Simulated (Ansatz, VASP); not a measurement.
Cd: VASP beside Ansatz

```
Cd
1.0
     0.00000    2.19236    2.19236
     2.19236    0.00000    2.19236
     2.19236    2.19236    0.00000
Cd
1
Direct
  0.00000 0.00000 0.00000
```

Alike in both runs: task single point; functional PBE; k mesh 18 × 18 × 18; occupations gaussian, width 0.15 eV; no spin polarisation.

|  | VASP | Ansatz |
| --- | --- | --- |
| version | VASP 6.6.1 | Ansatz 0.2.0 |
| potentials or method | VASP PAW PBE potentials, release 64 (Cd), cutoff 520 eV | scalar-relativistic, plane waves, PAW |
| valence electrons in the cell | 12 | 20 |

```csv
,VASP,Ansatz,Ansatz less VASP
gap on the k mesh at the Fermi level (eV),none,none,-
pressure (GPa),4.6,4.2,-0.35
```

A gap of «none» marks a metal or a gap that the smearing closes. With one functional, cell and mesh, what is left measures potentials, basis and numerics. VASP's potentials hold 12 valence electrons a cell and Ansatz's 20, so a difference there can come from the potentials and not from the codes.
